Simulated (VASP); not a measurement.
# Al2H (Fm-3m) in VASP: further runs, part 2 of 2

VASP 6.6.1. Earlier steps stand in the parts before.

### 3 Relaxation of cell and atoms, PBE

This run uses another cell than the first one, of 11.32 Å³/atom, 0.820 times its volume.

Input file INCAR:

```
SYSTEM = Al2H
  ALGO = Normal
  EDIFF = 1E-6
  EDIFFG = -0.04
  ENCUT = 600
  GGA = PE
  IBRION = 2
  ISIF = 3
  ISMEAR = 0
  LASPH = .True.
  LCHARG = .False.
  LREAL = .False.
  LWAVE = .False.
  NELM = 60
  NSW = 90
  PREC = Accurate
  SIGMA = 0.1
```

Input file KPOINTS:

```
k-points
0
Gamma
  6 6 6
  0 0 0
```

Input file POSCAR:

```
Al2H
1.0
    0.0000000000      2.5703634000      2.5703634000
    2.5703634000      0.0000000000      2.5703634000
    2.5703634000      2.5703634000      0.0000000000
Al H
2 1
Direct
    0.7500000000      0.7500000000      0.7500000000
    0.2500000000      0.2500000000      0.2500000000
    0.0000000000      0.0000000000      0.0000000000
```

Potentials or basis: VASP PAW PBE potentials, release 64 (Al, H).

The run is started by

```
$ cat potpaw_PBE.64/Al/POTCAR potpaw_PBE.64/H/POTCAR > POTCAR
$ mpirun -np 1 vasp_std > vasp.out
```

OUTCAR:

```text
SYSTEM = Al2H
   EDIFF = 1E-6
   EDIFFG = -0.04
   ENCUT = 600
   GGA = PE
   IBRION = 2
   ISIF = 3
   ISMEAR = 0
   LASPH = .True.
   LREAL = .False.
   NELM = 60
   NSW = 90
   PREC = Accurate

 ion  position               nearest neighbor table
   1  0.750  0.750  0.750-   2 2.57   2 2.57   2 2.57   2 2.57   2 2.57   2 2.57
   2  0.250  0.250  0.250-   1 2.57   1 2.57   1 2.57   1 2.57   1 2.57   1 2.57
   3  0.000  0.000  0.000-

  LATTYP: Found a face centered cubic cell.
 ALAT       =     5.1407268000

  Lattice vectors:

 A1 = (   0.0000000000,   2.5703634000,   2.5703634000)
 A2 = (   2.5703634000,   0.0000000000,   2.5703634000)
 A3 = (   2.5703634000,   2.5703634000,   0.0000000000)

Analysis of symmetry for initial positions (statically):
=====================================================================
 Subroutine PRICEL returns:
 Original cell was already a primitive cell.

 Routine SETGRP: Setting up the symmetry group for a
 face centered cubic supercell.

 Subroutine GETGRP returns: Found 48 space group operations
 (whereof 48 operations were pure point group operations)
 out of a pool of 48 trial point group operations.

The static configuration has the point symmetry O_h .

Analysis of symmetry for dynamics (positions and initial velocities):
=====================================================================
 Subroutine PRICEL returns:
 Original cell was already a primitive cell.

 Routine SETGRP: Setting up the symmetry group for a
 face centered cubic supercell.

 Subroutine GETGRP returns: Found 48 space group operations
 (whereof 48 operations were pure point group operations)
 out of a pool of 48 trial point group operations.

The dynamic configuration has the point symmetry O_h .

 Subroutine INISYM returns: Found 48 space group operations
 (whereof 48 operations are pure point group operations),
 and found     1 'primitive' translations

----------------------------------------------------------------------------------------

                                     Primitive cell

  volume of cell :      33.9636

  direct lattice vectors                    reciprocal lattice vectors
     0.000000000  2.570363400  2.570363400    -0.194525023  0.194525023  0.194525023
     2.570363400  0.000000000  2.570363400     0.194525023 -0.194525023  0.194525023
     2.570363400  2.570363400  0.000000000     0.194525023  0.194525023 -0.194525023

  length of vectors
     3.635042781  3.635042781  3.635042781     0.336927224  0.336927224  0.336927224

  position of ions in fractional coordinates (direct lattice)
     0.750000000  0.750000000  0.750000000
     0.250000000  0.250000000  0.250000000
     0.000000000  0.000000000  0.000000000

  ion indices of the primitive-cell ions
   primitive index   ion index
                 1           1
                 2           2
                 3           3

----------------------------------------------------------------------------------------

 KPOINTS: k-points

Automatic generation of k-mesh.
 Grid dimensions read from file:
 generate k-points for:    6    6    6

 Generating k-lattice:

  Cartesian coordinates                     Fractional coordinates (reciprocal lattice)
    -0.032420837  0.032420837  0.032420837     0.166666667  0.000000000  0.000000000
     0.032420837 -0.032420837  0.032420837     0.000000000  0.166666667  0.000000000
     0.032420837  0.032420837 -0.032420837     0.000000000  0.000000000  0.166666667

  Length of vectors
     0.056154537  0.056154537  0.056154537

  Shift w.r.t. Gamma in fractional coordinates (k-lattice)
     0.000000000  0.000000000  0.000000000

 Subroutine IBZKPT returns following result:
 ===========================================

 Found     16 irreducible k-points:

 Following reciprocal coordinates:
            Coordinates               Weight
  0.000000  0.000000  0.000000      1.000000
  0.166667  0.000000  0.000000      8.000000
  0.333333  0.000000  0.000000      8.000000
  0.500000  0.000000  0.000000      4.000000
  0.166667  0.166667  0.000000      6.000000
  0.333333  0.166667  0.000000     24.000000
[... 8 lines left out ...]
 -0.333333  0.333333  0.166667     24.000000
 -0.333333  0.500000  0.166667     12.000000
   k-points           NKPTS =     16   k-points in BZ     NKDIM =     16   number of bands    NBANDS=      7
   number of dos      NEDOS =    301   number of ions     NIONS =      3
   total plane-waves  NPLWV =  27000
   dimension x,y,z NGX =    30 NGY =   30 NGZ =   30
   dimension x,y,z NGXF=    60 NGYF=   60 NGZF=   60
   ions per type =               2   1
   NGX,Y,Z   is equivalent  to a cutoff of  13.72, 13.72, 13.72 a.u.
   NGXF,Y,Z  is equivalent  to a cutoff of  27.44, 27.44, 27.44 a.u.
 SYSTEM =  Al2H
   PREC   = accura    normal or accurate (medium, high low for compatibility)
   ISTART =      0    job   : 0-new  1-cont  2-samecut
   ICHARG =      2    charge: 1-file 2-atom 10-const
   ISPIN  =      1    spin polarized calculation?
   LNONCOLLINEAR =      F non collinear calculations
   LSORBIT =      F    spin-orbit coupling
   LASPH  =      T    aspherical Exc in radial PAW
   ENCUT  =  600.0 eV  44.10 Ry    6.64 a.u.   7.26  7.26  7.26*2*pi/ulx,y,z
   NELM   =     60;   NELMIN=  2; NELMDL= -5     # of ELM steps
   EDIFF  = 0.1E-05   stopping-criterion for ELM
   LREAL  =      F    real-space projection
   EDIFFG = -.4E-01   stopping-criterion for IOM
   NSW    =     90    number of steps for IOM
   IBRION =      2    ionic relax: 0-MD 1-quasi-New 2-CG
   NFREE  =      1    steps in history (QN), initial steepest desc. (CG)
   ISIF   =      3    stress and relaxation
   ISYM   =      2    0-nonsym 1-usesym 2-fastsym
   POTIM  = 0.5000    time-step for ionic-motion
   TEBEG  =    0.0;   TEEND  =   0.0 temperature during run
   PSTRESS=    0.0 pullay stress
   NELECT =       7.0000    total number of electrons
   NUPDOWN=      -1.0000    fix difference up-down
   EMIN   =  10.00;   EMAX   =-10.00  energy-range for DOS
   EFERMI =   0.00;   METHOD = LEGACY
   ISMEAR =     0;   SIGMA  =   0.10  broadening in eV -4-tet -1-fermi 0-gaus
   EFERMI_NEDOS =   21; number of points for ismear=-14 and -15
   IALGO  =     38    algorithm
   IMIX   =      4    mixing-type and parameters
     AMIX     =   0.40;   BMIX     =  1.00
     AMIX_MAG =   1.60;   BMIX_MAG =  1.00
  volume/ion in A,a.u.               =      11.32        76.40
  Fermi-wavevector in a.u.,A,eV,Ry     =   0.967022  1.827406 12.723235  0.935131
  Thomas-Fermi vector in A             =   2.096873
   LORBIT       =      0    0 simple, 1 ext, 2 COOP (PROOUT), +10 PAW based schemes
   GGA     = PE    functional components
   LHFCALC =     F    Hartree Fock is set to
   AEXX    =    0.0000 exact exchange contribution
   IVDW    =     0    specifies the selected vdW correction
   LEPSILON=     F    determine dielectric tensor
   LRPA    =     F    only Hartree local field effects (RPA)
 conjugate gradient relaxation of ions
 non-spin polarized calculation
 Gauss-broadening in eV      SIGMA  =   0.10
  energy-cutoff  :      600.00
  volume of cell :       33.96
 maximum number of plane-waves:      1158
 NGX is ok and might be reduce to    30
   NGX = 15   NGY = 15   NGZ = 15

--------------------------------------- Ionic step        1  -------------------------------------------

 number of electron       7.0000000 magnetization

 Free energy of the ion-electron system (eV)
  ---------------------------------------------------
  ext. energy  EPLUGINS =         0.00000000
  ---------------------------------------------------
  free energy    TOTEN  =        -8.87003652 eV

  energy without entropy =       -8.86568164  energy(sigma->0) =       -8.86785908

 E-fermi :   7.9137     XC(G=0): -10.4388

 val. band max:        7.8461976002   @ k =   0.3333   0.3333   0.0000
 cond. band min:       7.9432687769   @ k =   0.5000   0.5000   0.0000
 fundamental gap:      0.0970711767
 Fermi energy:         7.9136801455

 k-point     1 :       0.0000    0.0000    0.0000
  band No.  band energies     occupation
      1      -4.1491      2.00000
      2       9.7257      0.00000
      3      10.9985      0.00000
      4      10.9985      0.00000
      5      10.9985      0.00000
      6      12.5884      0.00000
      7      12.5884      0.00000
[... 219 lines left out ...]
  energy  without entropy=       -9.2011557919  energy(sigma->0) =       -9.20345776

--------------------------------------- Ionic step        3  -------------------------------------------

 number of electron       7.0000000 magnetization

 Free energy of the ion-electron system (eV)
  ---------------------------------------------------
  ext. energy  EPLUGINS =         0.00000000
  ---------------------------------------------------
  free energy    TOTEN  =        -9.21170326 eV

  energy without entropy =       -9.20778796  energy(sigma->0) =       -9.20974561

 E-fermi :   5.8909     XC(G=0):  -9.6821

 val. band max:        5.8632308957   @ k =  -0.3333   0.3333   0.0000
 cond. band min:       6.1740234448   @ k =   0.3333   0.3333   0.0000
 fundamental gap:      0.3107925491
 Fermi energy:         5.8908991966

 k-point     1 :       0.0000    0.0000    0.0000
  band No.  band energies     occupation
      1      -4.6549      2.00000
      2       7.2996      0.00000
      3       8.3701      0.00000
      4       8.3701      0.00000
      5       8.3701      0.00000
      6      10.6311      0.00000
      7      10.6311      0.00000
[... 178 lines left out ...]
  FREE ENERGIE OF THE ION-ELECTRON SYSTEM (eV)
  ---------------------------------------------------
  free  energy   TOTEN  =        -9.2117032564 eV

  energy  without entropy=       -9.2077879649  energy(sigma->0) =       -9.20974561

 reached required accuracy - stopping structural energy minimisation
```

Wall time 8.2 s (1 thread of AMD EPYC 9R45 (Zen 5), shared host); peak memory 0.13 GiB.

Results:

* Free energy: -9.2117 eV
* Relaxed volume: 13.93 Å³/atom
* Relaxed cell: a = 3.895 Å, b = 3.895 Å, c = 3.895 Å, α = 60.00°, β = 60.00°, γ = 60.00°
* Space group after relaxing (to 0.05 Å): Fm-3m (No. 225)
* Energy gained by relaxing: 113.9 meV/atom
* Ionic steps: 3
* Pressure after relaxing: -0.4 GPa

Step by step:
| step | energy change (eV) | largest force (eV/Å) | pressure (GPa) | volume (Å³) |
| --- | --- | --- | --- | --- |
| 1 | 0.0000 | 0.0000 | 17.33 | 33.96 |
| 2 | -0.3357 | 0.0000 | 1.74 | 40.34 |
| 3 | -0.3417 | 0.0000 | -0.42 | 41.80 |

Final structure:
```yaml
crystal:
  lattice:
    - [0.00000, 2.75451, 2.75451]
    - [2.75451, 0.00000, 2.75451]
    - [2.75451, 2.75451, 0.00000]
  atoms:
    - { symbol: Al, position: [0.75000, 0.75000, 0.75000] }
    - { symbol: Al, position: [0.25000, 0.25000, 0.25000] }
    - { symbol: H, position: [0.00000, 0.00000, 0.00000] }
```

Caveat: the volume moved by over 15 % at a fixed basis, so the end points are rough.

### 4 Single point, PBE

This run uses another cell than the first one, of 13.64 Å³/atom, 0.988 times its volume.

Input file INCAR:

```
SYSTEM = Al2H
PREC = Accurate
ENCUT = 520
EDIFF = 1E-7
ISMEAR = 0
SIGMA = 0.1
LREAL = .FALSE.
LASPH = .TRUE.
NELM = 80
ALGO = Normal
ISIF = 2
LWAVE = .FALSE.
LCHARG = .TRUE.
GGA = PE
LELF = .TRUE.
LVHAR = .TRUE.
NBANDS = 10
```

Input file KPOINTS:

```
regular mesh
0
G
  14 14 14
  0 0 0
```

Input file POSCAR:

```
Al2H
1.0
    0.0000000000      2.7347751647      2.7347751647
    2.7347751647      0.0000000000      2.7347751647
    2.7347751647      2.7347751647      0.0000000000
Al H
2 1
Direct
    0.7500000000      0.7500000000      0.7500000000
    0.2500000000      0.2500000000      0.2500000000
    0.0000000000      0.0000000000      0.0000000000
```

The run is started by

```
$ cat potpaw_PBE.64/Al/POTCAR potpaw_PBE.64/H/POTCAR > POTCAR
$ mpirun -np 1 vasp_std > vasp.out
```

Wall time 25 s (1 thread of AMD EPYC 9R45 (Zen 5), shared host); peak memory 0.15 GiB.

It converged, with:

```yaml
Free_energy: -9.2348 eV
Pressure: -0.1 GPa
```

Levels at points of the mesh, in eV from the Fermi level:
```csv
k point,band 1,band 2,band 3,band 4,band 5,band 6,band 7
"(0.00, 0.00, 0.00)",-10.80,1.30,2.44,2.44,2.44,4.63,4.63
"(0.50, 0.00, 0.00)",-7.90,-6.32,0.75,2.01,2.01,2.41,2.41
"(0.50, 0.50, 0.00)",-6.60,-5.68,-1.14,-1.14,-0.70,-0.67,10.17
```

### 5 Relaxation of cell and atoms, PBE

Input file INCAR:

```
SYSTEM = Al2H
ALGO = Normal ; EDIFF = 1E-7
EDIFFG = -0.01 ; ENCUT = 600
GGA = PE ; IBRION = 2
ISIF = 3 ; ISMEAR = 0
LASPH = .TRUE. ; LCHARG = .FALSE.
LREAL = .FALSE. ; LWAVE = .FALSE.
NELM = 100 ; NSW = 100
PREC = Accurate ; SIGMA = 0.1
```

Input file KPOINTS:

```
k-points
0
G
  14 14 14
  0 0 0
```

Input file POSCAR:

```
Al2H
1.0
    0.0000000000      2.7459318478      2.7459318478
    2.7459318478      0.0000000000      2.7459318478
    2.7459318478      2.7459318478      0.0000000000
Al H
2 1
Direct
    0.7500000000      0.7500000000      0.7500000000
    0.2500000000      0.2500000000      0.2500000000
    0.0000000000      0.0000000000      0.0000000000
```

The run is started by

```
$ cat potpaw_PBE.64/Al/POTCAR potpaw_PBE.64/H/POTCAR > POTCAR
$ mpirun -np 1 vasp_std > vasp.out
```

It took 35 s on 1 thread of AMD EPYC 9R45 (Zen 5), shared host; peak memory 0.16 GiB.

Results (log left out):

| Item | Value |
| --- | --- |
| Free energy | -9.2350 eV |
| Relaxed volume | 13.63 Å³/atom |
| Relaxed cell | a = 3.867 Å, b = 3.867 Å, c = 3.867 Å, α = 60.00°, β = 60.00°, γ = 60.00° |
| Space group after relaxing (to 0.05 Å) | Fm-3m (No. 225) |
| Energy gained by relaxing | 0.4 meV/atom |
| Ionic steps | 3 |
| Pressure after relaxing | 0.0 GPa |

The path:
| step | energy change (eV) | largest force (eV/Å) | pressure (GPa) | volume (Å³) |
| --- | --- | --- | --- | --- |
| 1 | 0.0000 | 0.0000 | -0.78 | 41.41 |
| 2 | -0.0012 | 0.0000 | -0.20 | 41.01 |
| 3 | -0.0013 | 0.0000 | -0.01 | 40.88 |

Final structure:
```cif
data_structure
_symmetry_space_group_name_H-M 'P 1'
_symmetry_Int_Tables_number 1
_cell_length_a 3.8667
_cell_length_b 3.8667
_cell_length_c 3.8667
_cell_angle_alpha 60.000
_cell_angle_beta 60.000
_cell_angle_gamma 60.000
_cell_volume 40.88
loop_
_atom_site_label
_atom_site_type_symbol
_atom_site_fract_x
_atom_site_fract_y
_atom_site_fract_z
_atom_site_occupancy
Al1 Al 0.75000 0.75000 0.75000 1
Al2 Al 0.25000 0.25000 0.25000 1
H1 H 0.00000 0.00000 0.00000 1
```

Levels at points of the mesh, in eV from the Fermi level:
| k point | band 1 | band 2 | band 3 | band 4 | band 5 | band 6 |
| --- | --- | --- | --- | --- | --- | --- |
| (0.00, 0.00, 0.00) | -10.81 | 1.30 | 2.44 | 2.44 | 2.44 | 4.63 |
| (0.50, 0.00, 0.00) | -7.91 | -6.33 | 0.75 | 2.01 | 2.01 | 2.41 |
| (0.50, 0.50, 0.00) | -6.61 | -5.69 | -1.14 | -1.14 | -0.70 | -0.67 |

### 6 Overview

| task | cell | k mesh | cutoff (eV) | gap on the mesh (eV) | pressure (GPa) | relaxed volume (Å³/atom) |
| --- | --- | --- | --- | --- | --- | --- |
| single point | a = 3.883 Å, angles 60.0°, 3 atoms | 6 × 6 × 6 | 520 | none | 0.1 | - |
| relaxation of cell and atoms | relaxed from a = 3.635 Å, angles 60.0°, 3 atoms | 6 × 6 × 6 | 600 | none | -0.4 | 13.93 |
| single point | a = 3.868 Å, angles 60.0°, 3 atoms | 14 × 14 × 14 | 520 | none | -0.1 | - |
| relaxation of cell and atoms | relaxed from a = 3.883 Å, angles 60.0°, 3 atoms | 14 × 14 × 14 | 600 | none | 0.0 | 13.63 |

Alike in all rows: level PBE; potentials or basis VASP PAW PBE potentials, release 64 (Al, H); no spin polarisation; smearing gaussian 0.1 eV.

Caveats: the volume moved by over 15 % at a fixed basis, so the end points are rough (some runs).

Absolute energies hang on the potentials; compare differences alone.
